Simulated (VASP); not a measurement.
Crystal: Si2Sb.

```
Si Sb
1.0
     3.24363   -3.34634    0.00000
     3.24363    3.34634    0.00000
     0.00000    0.00000    6.78432
Si Sb
4 2
Cartesian
  3.2436 -2.2309 1.6961
  3.2436 2.2309 1.6961
  3.2436 -2.2309 5.0882
  3.2436 2.2309 5.0882
  1.6218 1.6732 0.0000
  1.6218 -1.6732 3.3922
```

```yaml
Program: VASP 6.6.1
Task: relaxation of cell and atoms
Functional: PBE
Potentials_or_basis: VASP PAW PBE potentials, release 64 (Si, Sb)
Cutoff: 600 eV
k_mesh: 4 × 4 × 4
Occupations: gaussian, width 0.1 eV
Spin: no spin polarisation
```

At the start: pressure 17.4 GPa; volume 24.55 Å³/atom.

Q: How do energy, volume and symmetry change on relaxing?

A: Over 29 steps the energy falls by 923.9 meV/atom and the volume is 21.34 Å³/atom (-13.0 %); space group Fmmm (No. 69, to 0.05 Å).

Step by step:
| step | energy change (eV) | largest force (eV/Å) | pressure (GPa) | volume (Å³) |
| --- | --- | --- | --- | --- |
| 1 | 0.0000 | 0.0371 | 17.37 | 147.28 |
| 2 | -1.8264 | 0.4518 | -3.23 | 211.14 |
| 3 | -2.0362 | 0.2267 | 0.03 | 189.82 |
| 4 | -2.0382 | 0.2497 | -0.39 | 191.93 |
| 5 | -2.0380 | 0.2392 | -0.20 | 190.96 |
| 6 | -2.0664 | 0.2113 | 0.11 | 189.75 |
| 7 | -2.0664 | 0.2339 | 0.12 | 189.69 |
| 8 | -2.0875 | 0.2994 | -0.13 | 189.85 |
| 9 | -2.1474 | 0.5186 | -0.92 | 190.13 |
| 10 | -2.2013 | 1.0623 | -2.29 | 189.76 |
| 11 | -2.2032 | 1.0664 | -2.31 | 189.74 |
| 12 | -2.2088 | 1.0785 | -2.39 | 189.66 |
| 13 | -2.2191 | 1.1010 | -2.56 | 189.48 |
| 14 | -2.2359 | 1.1405 | -2.87 | 189.10 |
| 15 | -2.2502 | 1.2144 | -3.45 | 188.20 |
| 16 | -2.2869 | 1.1679 | -3.56 | 187.42 |
| 17 | -2.3941 | 1.0332 | -3.88 | 185.07 |
| 18 | -2.5951 | 0.8022 | -4.45 | 180.30 |
| 19 | -2.9726 | 0.5051 | -5.29 | 170.52 |
| 20 | -4.0480 | 0.6827 | -5.36 | 150.19 |
| 21 | -1.8866 | 6.7116 | 28.62 | 108.22 |
| 22 | -4.1910 | 1.2241 | -4.28 | 145.51 |
| 23 | -5.4499 | 0.2966 | 0.68 | 126.89 |
| 24 | -5.4297 | 0.1140 | 2.49 | 123.87 |
| 25 | -5.4556 | 0.1429 | 1.39 | 125.61 |
| 26 | -5.5363 | 0.0098 | 0.50 | 127.14 |
| 27 | -5.5425 | 0.0485 | 0.25 | 127.73 |
| 28 | -5.5426 | 0.0462 | 0.27 | 127.69 |
| 29 | -5.5435 | 0.0257 | 0.04 | 128.07 |

Final structure:
```cif
data_structure
_symmetry_space_group_name_H-M 'P 1'
_symmetry_Int_Tables_number 1
_cell_length_a 3.4698
_cell_length_b 3.4698
_cell_length_c 10.6374
_cell_angle_alpha 90.000
_cell_angle_beta 90.000
_cell_angle_gamma 90.462
_cell_volume 128.07
loop_
_atom_site_label
_atom_site_type_symbol
_atom_site_fract_x
_atom_site_fract_y
_atom_site_fract_z
_atom_site_occupancy
Si1 Si 0.74961 0.25039 0.25000 1
Si2 Si 0.25039 0.74961 0.25000 1
Si3 Si 0.74961 0.25039 0.75000 1
Si4 Si 0.25039 0.74961 0.75000 1
Sb1 Sb 0.00000 0.50000 0.00000 1
Sb2 Sb 0.50000 0.00000 0.50000 1
```
